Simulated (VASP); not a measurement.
A run of VASP 6.6.1:

The input INCAR:

```
ALGO = Normal
EDIFF = 1E-6
ENCUT = 840
GGA = PE
GGA_COMPAT = F
ISIF = 2
ISMEAR = 0
LASPH = T
LCHARG = F
LREAL = F
LWAVE = F
NBANDS = 15
NELM = 120
PREC = Accurate
SIGMA = 0.1
```

KPOINTS

```
k-points
0
Gamma
  8 8 8
```

Contents of POSCAR:

```
MgO
1.0
    0.0000000000      2.0970013100      2.0970013100
    2.0970013100      0.0000000000      2.0970013100
    2.0970013100      2.0970013100      0.0000000000
Mg O
1 1
Direct
    0.0000000000      0.0000000000      0.0000000000
    0.5000000000      0.5000000000      0.5000000000
```

Potentials or basis: VASP PAW PBE potentials, release 64 (Mg_sv, O).

Launch:

```bash
$ cat potpaw_PBE.64/Mg_sv/POTCAR potpaw_PBE.64/O/POTCAR > POTCAR
$ mpirun -np 1 vasp_std > vasp.out
```

Hardware: 1 thread of AMD EPYC 7R43 64-Core Processor (Zen 3), with other jobs on the host.

How long does it take, and how much memory?

It took 16 s on 1 thread of AMD EPYC 7R43 64-Core Processor (Zen 3), on a shared host, peak memory 0.12 GiB. Counts: scf iterations 12, k points 29.
